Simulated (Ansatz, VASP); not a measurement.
# Two plane-wave programs on Sb

Contents of INCAR:

```
SYSTEM = Sb
PREC = Accurate
ENCUT = 520
EDIFF = 1E-6
ISMEAR = -1
SIGMA = 0.01
LREAL = .FALSE.
LASPH = .TRUE.
NELM = 100
ALGO = Normal
ISIF = 2
LWAVE = .FALSE.
LCHARG = .FALSE.
GGA = CA
NBANDS = 12
```

KPOINTS

```
regular mesh
0
G
  9 9 9
  0 0 0
```

POSCAR

```
Sb
1.0
    2.1456002536      1.2387628840      3.6587425366
   -2.1456002536      1.2387628840      3.6587425366
    0.0000000000     -2.4775257680      3.6587425366
Sb
2
Direct
    0.2359371474      0.2359371474      0.2359371474
    0.7640628526      0.7640628526      0.7640628526
```

Input for Ansatz:

```yaml
crystal:
  lattice:
    - [2.1456002536, 1.238762884, 3.6587425366]
    - [-2.1456002536, 1.238762884, 3.6587425366]
    - [0.0, -2.477525768, 3.6587425366]
  atoms:
    - { symbol: Sb, position: [0.2359371474, 0.2359371474, 0.2359371474] }
    - { symbol: Sb, position: [0.7640628526, 0.7640628526, 0.7640628526] }
hamiltonian:
  xc: lda
  pseudopotentials:
    kind: paw
    azcp:
      Sb: "pseudopotentials/Sb.paw.azcp"
basis:
  ecutwfc: 420
  fft_grid_basis: typed
kpoints:
  mp_grid: { grid: [9, 9, 9], shift: [0, 0, 0] }
magnetization:
  spin_polarized: false
scf:
  occupations: { method: fermi_dirac, width: 0.01 }
  lower_state_search: "off"
output:
  stress: true
```

Alike in both runs: task single point; functional LDA; k mesh 9 × 9 × 9; occupations fermi-dirac, width 0.01 eV; no spin polarisation.

|  | VASP | Ansatz |
| --- | --- | --- |
| version | VASP 6.6.1 | Ansatz 0.2.0 |
| potentials or method | VASP PAW LDA potentials, release 64 (Sb), cutoff 520 eV | plane waves (420 eV) with PAW, scalar-relativistic |
| valence electrons in the cell | 10 | 30 |

```csv
,VASP,Ansatz,Ansatz less VASP
pressure (GPa),0.4,0.1,-0.29
"traceless stress, the component that is largest in VASP (GPa)",-0.09,-0.04,+0.053
```

Ansatz warns that its potentials were made for another functional, while VASP's fit it. LDA's correlation is that of Perdew and Zunger in VASP and of Perdew and Wang (1992) in Ansatz. VASP's potentials hold 10 valence electrons a cell and Ansatz's 30, so a difference there can come from the potentials and not from the codes.

Neither program's run includes spin-orbit coupling.
